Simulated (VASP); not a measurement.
Here is a VASP 6.6.1 calculation.

File INCAR:

```
PREC     = Accurate       # precision mode
ENCUT    = 600            # plane-wave cutoff, eV
EDIFF    = 1E-7           # SCF threshold, eV
ISMEAR   = -1             # smearing method
SIGMA    = 0.05           # smearing width, eV
LREAL    = F              # projectors in reciprocal space
LASPH    = T              # aspherical terms in the spheres
NELM     = 60             # most SCF steps
ALGO     = Normal         # electronic algorithm
ISIF     = 3              # what is computed and relaxed
LWAVE    = F              # write WAVECAR
LCHARG   = F              # write CHGCAR
GGA      = PS             # functional
IBRION   = 2              # ionic algorithm
NSW      = 60             # ionic steps
EDIFFG   = -0.01          # ionic threshold
```

The input KPOINTS:

```
regular mesh
0
Gamma
  5 5 5
```

File POSCAR:

```
CsSnI3
1.0
    6.2057000000      0.0000000000      0.0000000000
    0.0000000000      6.2057000000      0.0000000000
    0.0000000000      0.0000000000      6.2057000000
Cs I Sn
1 3 1
Direct
    0.0000000000      0.0000000000      0.0000000000
    0.5000000000      0.5000000000      0.0000000000
    0.5000000000      0.0000000000      0.5000000000
    0.0000000000      0.5000000000      0.5000000000
    0.5000000000      0.5000000000      0.5000000000
```

Potentials or basis: VASP PAW PBE potentials, release 64 (Cs_sv, I, Sn_d).

The run is started by

```sh
$ cat potpaw_PBE.64/Cs_sv/POTCAR potpaw_PBE.64/I/POTCAR potpaw_PBE.64/Sn_d/POTCAR > POTCAR
$ mpirun -np 1 vasp_std > vasp.out
```

Q: Estimate the relaxed cell.

A: a = 6.121 Å, b = 6.121 Å, c = 6.121 Å, α = 90.00°, β = 90.00°, γ = 90.00°.

Q: Estimate the band gap on the k mesh.

A: 1.69 eV.

Q: Estimate the relaxed volume.

A: 45.87 Å³/atom.

Q: What does it give for the space group after relaxing (to 0.1 Å)?

A: Pm-3m (No. 221).

Final structure:
```
Cs I Sn
1.0
     6.12135    0.00000    0.00000
     0.00000    6.12135    0.00000
     0.00000    0.00000    6.12135
Cs I Sn
1 3 1
Direct
  0.00000 0.00000 0.00000
  0.50000 0.50000 0.00000
  0.50000 0.00000 0.50000
  0.00000 0.50000 0.50000
  0.50000 0.50000 0.50000
```

Caveat: the PAW data sets were made with another functional, which shifts forces and pressure a little; spin-orbit coupling is left out, which moves the levels of the heavy elements; an odd mesh through Γ misses points on the zone boundary, where band edges can lie. PBEsol gaps usually lie below the measured ones, often by a third to a half.
